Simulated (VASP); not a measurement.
# La (Im-3m) in VASP: a series of runs

The runs below take La through single point, with r2SCAN.

Program: VASP 6.6.1. These are calculated values, not measurements. Logs are shortened: lines on timing, memory, paths and dates and some standing lists are left out, and cuts for length are marked.

### Step 1. The cell of the first run

It takes space group Im-3m (No. 229, cubic). The conventional cell has a = 3.657 Å, b = 3.657 Å, c = 3.657 Å, α = 90.00°, β = 90.00°, γ = 90.00°. La (site symmetry m-3m) has 14 La at 3.17 to 3.66 Å within 4.2 Å.

This isn't the form of La at room conditions, which is double hcp.

### Step 2. Single point, r2SCAN

Contents of POSCAR:

```
La
1.0
   -1.8286152368      1.8286152368      1.8286152368
    1.8286152368     -1.8286152368      1.8286152368
    1.8286152368      1.8286152368     -1.8286152368
La
1
Direct
    0.0000000000      0.0000000000      0.0000000000
```

Contents of INCAR.step1:

```
SYSTEM = La
PREC     = Accurate       ! precision mode
ENCUT    = 520            ! plane-wave cutoff, eV
ISMEAR   = -1             ! smearing method
SIGMA    = 0.1            ! smearing width, eV
LREAL    = .FALSE.        ! projectors in reciprocal space
LASPH    = .TRUE.         ! aspherical terms in the spheres
NELM     = 60             ! most SCF steps
NBANDS   = 12             ! bands
GGA      = PE             ! functional
ALGO     = Normal         ! electronic algorithm
EDIFF    = 1E-4           ! SCF threshold, eV
LWAVE    = .TRUE.         ! write WAVECAR
LCHARG   = .FALSE.        ! write CHGCAR
```

Contents of INCAR.step2:

```
SYSTEM = La
PREC     = Accurate       ! precision mode
ENCUT    = 520            ! plane-wave cutoff, eV
EDIFF    = 1E-6           ! SCF threshold, eV
ISMEAR   = -1             ! smearing method
SIGMA    = 0.1            ! smearing width, eV
LREAL    = .FALSE.        ! projectors in reciprocal space
LASPH    = .TRUE.         ! aspherical terms in the spheres
NELM     = 60             ! most SCF steps
ALGO     = Normal         ! electronic algorithm
ISIF     = 2              ! what is computed and relaxed
LWAVE    = .FALSE.        ! write WAVECAR
LCHARG   = .FALSE.        ! write CHGCAR
METAGGA  = R2SCAN         ! meta-GGA
LMIXTAU  = .TRUE.       
NBANDS   = 12             ! bands
ISTART   = 1
```

Contents of KPOINTS:

```
Automatic mesh
0
G
  7 7 7
  0 0 0
```

Potentials or basis: VASP PAW PBE potentials, release 64 (La).

Started as:

```console
$ cat potpaw_PBE.64/La/POTCAR > POTCAR
$ cp INCAR.step1 INCAR
$ mpirun -np 1 vasp_std > vasp.out
$ cp INCAR.step2 INCAR
$ mpirun -np 1 vasp_std > vasp.out
```

OUTCAR:

```text
SYSTEM = La
   PREC = Accurate
   ENCUT = 520
   EDIFF = 1E-6
   ISMEAR = -1
   LREAL = .FALSE.
   LASPH = .TRUE.
   NELM = 60
   ISIF = 2
   METAGGA = R2SCAN
   ISTART = 1

 ion  position               nearest neighbor table
   1  0.000  0.000  0.000-

  LATTYP: Found a body centered cubic cell.
 ALAT       =     3.6572304736

  Lattice vectors:

 A1 = (  -1.8286152368,   1.8286152368,   1.8286152368)
 A2 = (   1.8286152368,  -1.8286152368,   1.8286152368)
 A3 = (   1.8286152368,   1.8286152368,  -1.8286152368)

Analysis of symmetry for initial positions (statically):
=====================================================================
 Subroutine PRICEL returns:
 Original cell was already a primitive cell.

 Routine SETGRP: Setting up the symmetry group for a
 body centered cubic supercell.

 Subroutine GETGRP returns: Found 48 space group operations
 (whereof 48 operations were pure point group operations)
 out of a pool of 48 trial point group operations.

The static configuration has the point symmetry O_h .

Analysis of symmetry for dynamics (positions and initial velocities):
=====================================================================
 Subroutine PRICEL returns:
 Original cell was already a primitive cell.

 Routine SETGRP: Setting up the symmetry group for a
 body centered cubic supercell.

 Subroutine GETGRP returns: Found 48 space group operations
 (whereof 48 operations were pure point group operations)
 out of a pool of 48 trial point group operations.

The dynamic configuration has the point symmetry O_h .

 Subroutine INISYM returns: Found 48 space group operations
 (whereof 48 operations are pure point group operations),
 and found     1 'primitive' translations

----------------------------------------------------------------------------------------

                                     Primitive cell

  volume of cell :      24.4583

  direct lattice vectors                    reciprocal lattice vectors
    -1.828615237  1.828615237  1.828615237     0.000000000  0.273430949  0.273430949
     1.828615237 -1.828615237  1.828615237     0.273430949  0.000000000  0.273430949
     1.828615237  1.828615237 -1.828615237     0.273430949  0.273430949  0.000000000

  length of vectors
     3.167254498  3.167254498  3.167254498     0.386689757  0.386689757  0.386689757

  position of ions in fractional coordinates (direct lattice)
     0.000000000  0.000000000  0.000000000

  ion indices of the primitive-cell ions
   primitive index   ion index
                 1           1

----------------------------------------------------------------------------------------

 KPOINTS: Automatic mesh

Automatic generation of k-mesh.
 Grid dimensions read from file:
 generate k-points for:    7    7    7

 Generating k-lattice:

  Cartesian coordinates                     Fractional coordinates (reciprocal lattice)
     0.000000000  0.039061564  0.039061564     0.142857143  0.000000000  0.000000000
     0.039061564  0.000000000  0.039061564     0.000000000  0.142857143  0.000000000
     0.039061564  0.039061564  0.000000000     0.000000000  0.000000000  0.142857143

  Length of vectors
     0.055241394  0.055241394  0.055241394

  Shift w.r.t. Gamma in fractional coordinates (k-lattice)
     0.000000000  0.000000000  0.000000000

 Subroutine IBZKPT returns following result:
 ===========================================

 Found     20 irreducible k-points:

 Following reciprocal coordinates:
            Coordinates               Weight
  0.000000  0.000000  0.000000      1.000000
  0.142857  0.000000  0.000000     12.000000
  0.285714  0.000000  0.000000     12.000000
  0.428571  0.000000  0.000000     12.000000
  0.142857  0.142857  0.000000     24.000000
  0.285714  0.142857  0.000000     48.000000
[... 12 lines left out ...]
 -0.428571 -0.428571  0.285714      8.000000
 -0.428571  0.428571  0.428571      6.000000
   k-points           NKPTS =     20   k-points in BZ     NKDIM =     20   number of bands    NBANDS=     12
   number of dos      NEDOS =    301   number of ions     NIONS =      1
   total plane-waves  NPLWV =  13824
   dimension x,y,z NGX =    24 NGY =   24 NGZ =   24
   dimension x,y,z NGXF=    48 NGYF=   48 NGZF=   48
   ions per type =               1
   NGX,Y,Z   is equivalent  to a cutoff of  12.60, 12.60, 12.60 a.u.
   NGXF,Y,Z  is equivalent  to a cutoff of  25.19, 25.19, 25.19 a.u.
 SYSTEM =  La
   PREC   = accura    normal or accurate (medium, high low for compatibility)
   ISTART =      1    job   : 0-new  1-cont  2-samecut
   ICHARG =      0    charge: 1-file 2-atom 10-const
   ISPIN  =      1    spin polarized calculation?
   LNONCOLLINEAR =      F non collinear calculations
   LSORBIT =      F    spin-orbit coupling
   LASPH  =      T    aspherical Exc in radial PAW
   ENCUT  =  520.0 eV  38.22 Ry    6.18 a.u.   5.89  5.89  5.89*2*pi/ulx,y,z
   NELM   =     60;   NELMIN=  2; NELMDL=  0     # of ELM steps
   EDIFF  = 0.1E-05   stopping-criterion for ELM
   LREAL  =      F    real-space projection
   EDIFFG = 0.1E-04   stopping-criterion for IOM
   NSW    =      0    number of steps for IOM
   IBRION =     -1    ionic relax: 0-MD 1-quasi-New 2-CG
   NFREE  =      0    steps in history (QN), initial steepest desc. (CG)
   ISIF   =      2    stress and relaxation
   ISYM   =      2    0-nonsym 1-usesym 2-fastsym
   POTIM  = 0.5000    time-step for ionic-motion
   TEBEG  =    0.0;   TEEND  =   0.0 temperature during run
   PSTRESS=    0.0 pullay stress
   NELECT =      11.0000    total number of electrons
   NUPDOWN=      -1.0000    fix difference up-down
   EMIN   =  10.00;   EMAX   =-10.00  energy-range for DOS
   EFERMI =   0.00;   METHOD = LEGACY
   ISMEAR =    -1;   SIGMA  =   0.10  broadening in eV -4-tet -1-fermi 0-gaus
   EFERMI_NEDOS =   21; number of points for ismear=-14 and -15
   IALGO  =     38    algorithm
   IMIX   =      4    mixing-type and parameters
     AMIX     =   0.40;   BMIX     =  1.00
     AMIX_MAG =   1.60;   BMIX_MAG =  1.00
  volume/ion in A,a.u.               =      24.46       165.05
  Fermi-wavevector in a.u.,A,eV,Ry     =   1.254286  2.370258 21.405155  1.573234
  Thomas-Fermi vector in A             =   2.388099
   LORBIT       =      0    0 simple, 1 ext, 2 COOP (PROOUT), +10 PAW based schemes
   METAGGA = R2SCAN    functional components
   LHFCALC =     F    Hartree Fock is set to
   AEXX    =    0.0000 exact exchange contribution
   IVDW    =     0    specifies the selected vdW correction
   LEPSILON=     F    determine dielectric tensor
   LRPA    =     F    only Hartree local field effects (RPA)
 non-spin polarized calculation
  energy-cutoff  :      520.00
  volume of cell :       24.46
 maximum number of plane-waves:       675
   NGX = 11   NGY = 11   NGZ = 11

 number of electron      10.9999998 magnetization

 Free energy of the ion-electron system (eV)
  ---------------------------------------------------
  ext. energy  EPLUGINS =         0.00000000
  ---------------------------------------------------
  free energy    TOTEN  =       -28.96635634 eV

  energy without entropy =      -28.89221117  energy(sigma->0) =      -28.92928375

 E-fermi :  12.7589     XC(G=0): -12.2564

 val. band max:       12.6944982578   @ k =   0.1429   0.1429   0.1429
 cond. band min:      12.7854735539   @ k =  -0.1429   0.1429   0.1429
 fundamental gap:      0.0909752961
 Fermi energy:        12.7588614378

 k-point     1 :       0.0000    0.0000    0.0000
  band No.  band energies     occupation
      1     -21.3030      2.00000
      2      -2.1121      2.00000
      3      -2.1121      2.00000
      4      -2.1121      2.00000
      5      10.8480      2.00000
      6      14.7804      0.00000
      7      14.7804      0.00000
      8      14.7804      0.00000
      9      14.8230      0.00000
     10      14.8230      0.00000
     11      14.8230      0.00000
     12      16.6897      0.00000

 k-point     2 :       0.1429    0.0000    0.0000
  band No.  band energies     occupation
      1     -21.1318      2.00000
      2      -3.0604      2.00000
      3      -2.3837      2.00000
      4      -2.1374      2.00000
      5      11.7633      1.99991
      6      13.6452      0.00028
      7      13.7534      0.00010
      8      14.7497      0.00000
      9      15.2485      0.00000
     10      15.6309      0.00000
     11      15.6912      0.00000
     12      16.5342      0.00000

 k-point     3 :       0.2857    0.0000    0.0000
  band No.  band energies     occupation
      1     -20.7164      2.00000
      2      -4.8701      2.00000
      3      -2.9382      2.00000
      4      -2.1968      2.00000
      5      11.1802      2.00000
      6      12.6159      1.61354
      7      14.7542      0.00000
      8      14.8920      0.00000
      9      15.7281      0.00000
     10      16.1745      0.00000
     11      16.2033      0.00000
     12      16.4712      0.00000
[... 226 lines left out ...]
 k-point    19 :      -0.4286   -0.4286    0.2857
  band No.  band energies     occupation
      1     -19.8102      2.00000
      2      -5.0529      2.00000
      3      -5.0529      2.00000
      4      -3.9896      2.00000
      5      10.2730      2.00000
      6      10.2730      2.00000
      7      14.6702      0.00000
      8      15.5427      0.00000
      9      15.9414      0.00000
     10      15.9414      0.00000
     11      16.7306      0.00000
     12      16.7307      0.00000

 k-point    20 :      -0.4286    0.4286    0.4286
  band No.  band energies     occupation
      1     -19.6977      2.00000
      2      -4.9282      2.00000
      3      -4.7383      2.00000
      4      -4.7383      2.00000
      5       9.2426      2.00000
      6       9.6940      2.00000
      7      15.3336      0.00000
      8      15.8253      0.00000
      9      15.8253      0.00000
     10      15.8737      0.00000
     11      16.7723      0.00000
     12      16.7723      0.00000

------------------------ aborting loop because EDIFF is reached ----------------------------------------

  FORCE on cell =-STRESS in cart. coord.  units (eV):
  Direction    XX          YY          ZZ          XY          YZ          ZX
  --------------------------------------------------------------------------------------
  -------------------------------------------------------------------------------------
  Total        3.1042258      3.1042258      3.1042258     -0.0000000     -0.0000000      0.0000000
  in kB      203.3465896    203.3465896    203.3465896     -0.0000000     -0.0000000      0.0000000
  external PRESSURE =     203.3465896 kB  Pullay stress =       0.0000000 kB

 VOLUME and BASIS-vectors are now :
 -----------------------------------------------------------------------------
  energy-cutoff  :      520.00
  volume of cell :       24.46
      direct lattice vectors                 reciprocal lattice vectors
    -1.828615237  1.828615237  1.828615237     0.000000000  0.273430949  0.273430949
     1.828615237 -1.828615237  1.828615237     0.273430949  0.000000000  0.273430949
     1.828615237  1.828615237 -1.828615237     0.273430949  0.273430949  0.000000000

 POSITION                                       TOTAL-FORCE (eV/Angst)
 -----------------------------------------------------------------------------------
      0.00000      0.00000      0.00000        -0.000000      0.000000     -0.000000
 -----------------------------------------------------------------------------------
    total drift:                                0.000000     -0.000000      0.000000

  FREE ENERGIE OF THE ION-ELECTRON SYSTEM (eV)
  ---------------------------------------------------
  free  energy   TOTEN  =       -28.9663563411 eV

  energy  without entropy=      -28.8922111656  energy(sigma->0) =      -28.92928375
```

Run time: 31 s. Hardware: 1 thread of Intel Xeon 8259CL, shared host; peak memory 0.15 GiB.

What came out:

- Free energy: -28.9664 eV
- Pressure: 20.3 GPa
- Band gap on the k mesh: zero (an odd number of electrons rules out a gap without spin polarisation)

Levels at points of the mesh, in eV from the Fermi level:
```tsv
k point	band 1	band 2	band 3	band 4	band 5	band 6	band 7	band 8	band 9	band 10
(0.00, 0.00, 0.00)	-34.06	-14.87	-14.87	-14.87	-1.91	2.02	2.02	2.02	2.06	2.06
```

Caveat: the cell stands under pressure; the PAW data sets were made with another functional, which shifts forces and pressure a little; spin-orbit coupling is left out, which moves the levels of the heavy elements.

### Step 3. Single point, r2SCAN

This run uses another cell than the first one, of 28.96 Å³/atom.

Contents of POSCAR:

```
La
1.0
   -1.9345811995      1.9345811995      1.9345811995
    1.9345811995     -1.9345811995      1.9345811995
    1.9345811995      1.9345811995     -1.9345811995
La
1
Direct
    0.0000000000      0.0000000000      0.0000000000
```

Contents of INCAR.step1:

```
SYSTEM = La
PREC     = Accurate       ! precision mode
ENCUT    = 520            ! plane-wave cutoff, eV
ISMEAR   = -1             ! smearing method
SIGMA    = 0.1            ! smearing width, eV
LREAL    = .False.        ! projectors in reciprocal space
LASPH    = .True.         ! aspherical terms in the spheres
NELM     = 80             ! most SCF steps
NBANDS   = 12             ! bands
GGA      = PE             ! functional
ALGO     = Normal         ! electronic algorithm
EDIFF    = 1E-4           ! SCF threshold, eV
LWAVE    = .True.         ! write WAVECAR
LCHARG   = .False.        ! write CHGCAR
```

Contents of INCAR.step2:

```
SYSTEM = La
PREC     = Accurate       ! precision mode
ENCUT    = 520            ! plane-wave cutoff, eV
EDIFF    = 1E-6           ! SCF threshold, eV
ISMEAR   = -1             ! smearing method
SIGMA    = 0.1            ! smearing width, eV
LREAL    = .False.        ! projectors in reciprocal space
LASPH    = .True.         ! aspherical terms in the spheres
NELM     = 80             ! most SCF steps
ALGO     = Normal         ! electronic algorithm
ISIF     = 2              ! what is computed and relaxed
LWAVE    = .False.        ! write WAVECAR
LCHARG   = .False.        ! write CHGCAR
METAGGA  = R2SCAN         ! meta-GGA
LMIXTAU  = .True.       
NBANDS   = 12             ! bands
ISTART   = 1
```

Contents of KPOINTS:

```
Automatic mesh
0
Gamma
  7 7 7
  0 0 0
```

Potentials or basis: VASP PAW PBE potentials, release 64 (La).

Started as:

```console
$ cat potpaw_PBE.64/La/POTCAR > POTCAR
$ cp INCAR.step1 INCAR
$ mpirun -np 1 vasp_std > vasp.out
$ cp INCAR.step2 INCAR
$ mpirun -np 1 vasp_std > vasp.out
```

Wall time 74 s (1 thread of Intel Xeon 8259CL, shared host); peak memory 0.18 GiB.

Results (log left out):

| Quantity | Value |
| --- | --- |
| Free energy | -29.3872 eV |
| Pressure | 10.2 GPa |
| Band gap on the k mesh | zero (an odd number of electrons rules out a gap without spin polarisation) |

Levels at points of the mesh, in eV from the Fermi level:
```
           k point  band 3  band 4  band 5  band 6  band 7  band 8
(0.00, 0.00, 0.00)  -15.65  -15.65   -2.79    1.91    1.91    1.91
```

Caveat: the cell stands under pressure; the PAW data sets were made with another functional, which shifts forces and pressure a little; spin-orbit coupling is left out, which moves the levels of the heavy elements.

### Step 4. Single point, r2SCAN

This run uses another cell than the first one, of 33.22 Å³/atom.

Contents of POSCAR:

```
La
1.0
   -2.0250173232      2.0250173232      2.0250173232
    2.0250173232     -2.0250173232      2.0250173232
    2.0250173232      2.0250173232     -2.0250173232
La
1
Direct
    0.0000000000      0.0000000000      0.0000000000
```

Contents of INCAR.step1:

```
  ALGO = Normal
  EDIFF = 1E-4
  ENCUT = 520
  GGA = PE
  ISMEAR = -1
  LASPH = True
  LCHARG = False
  LREAL = False
  LWAVE = True
  NBANDS = 12
  NELM = 80
  PREC = Accurate
  SIGMA = 0.1
```

Contents of INCAR.step2:

```
  ALGO = Normal
  EDIFF = 1E-6
  ENCUT = 520
  ISIF = 2
  ISMEAR = -1
  ISTART = 1
  LASPH = True
  LCHARG = False
  LMIXTAU = True
  LREAL = False
  LWAVE = False
  METAGGA = R2SCAN
  NBANDS = 12
  NELM = 80
  PREC = Accurate
  SIGMA = 0.1
```

Contents of KPOINTS:

```
k-points
0
Gamma
  7 7 7
```

Started as:

```console
$ cat potpaw_PBE.64/La/POTCAR > POTCAR
$ cp INCAR.step1 INCAR
$ mpirun -np 1 vasp_std > vasp.out
$ cp INCAR.step2 INCAR
$ mpirun -np 1 vasp_std > vasp.out
```

It took 85 s on 1 thread of Intel Xeon 8259CL, shared host; peak memory 0.18 GiB.

It converged, with:

```yaml
Free_energy: -29.5894 eV
Pressure: 5.1 GPa
Band_gap_on_the_k_mesh: zero (an odd number of electrons rules out a gap without spin polarisation)
```

Levels at points of the mesh, in eV from the Fermi level:
| k point | band 3 | band 4 | band 5 | band 6 | band 7 | band 8 | band 9 | band 10 |
| --- | --- | --- | --- | --- | --- | --- | --- | --- |
| (0.00, 0.00, 0.00) | -16.20 | -16.20 | -3.19 | 1.81 | 1.81 | 1.81 | 1.91 | 1.91 |

Caveat: the cell stands under pressure; the PAW data sets were made with another functional, which shifts forces and pressure a little; spin-orbit coupling is left out, which moves the levels of the heavy elements.

### Step 5. Single point, r2SCAN

This run uses another cell than the first one, of 38.63 Å³/atom.

Contents of POSCAR:

```
La
1.0
   -2.1295369097      2.1295369097      2.1295369097
    2.1295369097     -2.1295369097      2.1295369097
    2.1295369097      2.1295369097     -2.1295369097
La
1
Direct
    0.0000000000      0.0000000000      0.0000000000
```

Contents of INCAR.step1:

```
  PREC = Accurate
  ENCUT = 520
  ISMEAR = -1
  SIGMA = 0.1
  LREAL = F
  LASPH = T
  NELM = 100
  NBANDS = 12
  GGA = PE
  ALGO = Normal
  EDIFF = 1E-4
  LWAVE = T
  LCHARG = F
```

Contents of INCAR.step2:

```
  PREC = Accurate
  ENCUT = 520
  EDIFF = 1E-6
  ISMEAR = -1
  SIGMA = 0.1
  LREAL = F
  LASPH = T
  NELM = 100
  ALGO = Normal
  ISIF = 2
  LWAVE = F
  LCHARG = F
  METAGGA = R2SCAN
  LMIXTAU = T
  NBANDS = 12
  ISTART = 1
```

Contents of KPOINTS:

```
regular mesh
0
Gamma
  7 7 7
```

Started as:

```console
$ cat potpaw_PBE.64/La/POTCAR > POTCAR
$ cp INCAR.step1 INCAR
$ mpirun -np 1 vasp_std > vasp.out
$ cp INCAR.step2 INCAR
$ mpirun -np 1 vasp_std > vasp.out
```

It took 94 s on 1 thread of Intel Xeon 8259CL, shared host; peak memory 0.17 GiB.

The run converged. Its results:

```
Free energy            : -29.6698 eV
Pressure               : 0.0 GPa
Band gap on the k mesh : zero (an odd number of electrons rules out a gap without spin polarisation)
```

Levels at points of the mesh, in eV from the Fermi level:
| k point | band 1 | band 2 | band 3 | band 4 | band 5 | band 6 | band 7 | band 8 | band 9 | band 10 |
| --- | --- | --- | --- | --- | --- | --- | --- | --- | --- | --- |
| (0.00, 0.00, 0.00) | -34.20 | -16.77 | -16.77 | -16.77 | -3.42 | 1.64 | 1.64 | 1.64 | 1.70 | 1.70 |

Caveat: the PAW data sets were made with another functional, which shifts forces and pressure a little; spin-orbit coupling is left out, which moves the levels of the heavy elements.

### Step 6. Overview

```csv
cell,gap on the mesh (eV),pressure (GPa)
"a = 3.167 Å, angles 109.5°, 1 atom",none,20.3
"a = 3.351 Å, angles 109.5°, 1 atom",none,10.2
"a = 3.507 Å, angles 109.5°, 1 atom",none,5.1
"a = 3.688 Å, angles 109.5°, 1 atom",none,0.0
```

Alike in all rows: task single point; level r2SCAN; potentials or basis VASP PAW PBE potentials, release 64 (La); no spin polarisation; k mesh 7 × 7 × 7; cutoff (eV) 520; smearing fermi-dirac 0.1 eV.

Caveats: the PAW data sets were made with another functional, which shifts forces and pressure a little; spin-orbit coupling is left out, which moves the levels of the heavy elements; the cell stands under pressure (at least some runs).

Total energies depend on the potentials used, so only differences within one code and one set of settings carry meaning.
